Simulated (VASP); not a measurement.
A run of VASP 6.6.1 is set up as follows.

The input INCAR:

```
SYSTEM = GaAs
PREC = Accurate
ENCUT = 520
EDIFF = 1E-6
ISMEAR = 0
SIGMA = 0.01
LREAL = .FALSE.
LASPH = .TRUE.
NELM = 60
ALGO = Normal
ISIF = 2
LWAVE = .FALSE.
LCHARG = .TRUE.
GGA = PE
LELF = .TRUE.
LVHAR = .TRUE.
NBANDS = 16
```

The input KPOINTS:

```
Automatic mesh
0
G
  4 4 4
  0 0 0
```

The input POSCAR:

```
GaAs
1.0
    0.0000000000      2.7622579668      2.7622579668
    2.7622579668      0.0000000000      2.7622579668
    2.7622579668      2.7622579668      0.0000000000
Ga As
1 1
Direct
    0.0000000000      0.0000000000      0.0000000000
    0.2500000000      0.2500000000      0.2500000000
```

Potentials or basis: VASP PAW PBE potentials, release 64 (Ga_d, As).

Command:

```bash
$ cat potpaw_PBE.64/Ga_d/POTCAR potpaw_PBE.64/As/POTCAR > POTCAR
$ mpirun -np 1 vasp_std > vasp.out
```

(1) Predict the band gap on the k mesh.

(2) Predict the pressure.

## Answers

(1) 1.05 eV, direct.

(2) 10.0 GPa.

Caveat: the k points lie up to 0.49 Å⁻¹ apart; the cell differs from its parent crystal (strain -2.5%).
